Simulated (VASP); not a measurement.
Input of a VASP 6.6.1 run:

INCAR

```
ALGO = Normal ; EDIFF = 1E-6
ENCUT = 520 ; GGA = PE
ISIF = 2 ; ISMEAR = 0
LASPH = True ; LCHARG = True
LELF = True ; LREAL = False
LVHAR = True ; LWAVE = False
NBANDS = 16 ; NELM = 100
PREC = Accurate ; SIGMA = 0.1
```

Contents of KPOINTS:

```
k-points
0
Gamma
  12 12 12
```

File POSCAR:

```
InAs
1.0
    0.0000000000      3.0932929428      3.0932929428
    3.0932929428      0.0000000000      3.0932929428
    3.0932929428      3.0932929428      0.0000000000
In As
1 1
Direct
    0.2500000000      0.2500000000      0.2500000000
    0.0000000000      0.0000000000      0.0000000000
```

Potentials or basis: VASP PAW PBE potentials, release 64 (In_d, As).

Launch:

```console
$ cat potpaw_PBE.64/In_d/POTCAR potpaw_PBE.64/As/POTCAR > POTCAR
$ mpirun -np 1 vasp_std > vasp.out
```

**Question.** Estimate the band gap on the k mesh.

**Answer.** Zero (filled and empty bands touch).

**Question.** Predict the pressure.

**Answer.** 0.0 GPa.

Caveat: spin-orbit coupling is left out, which moves the levels of the heavy elements.
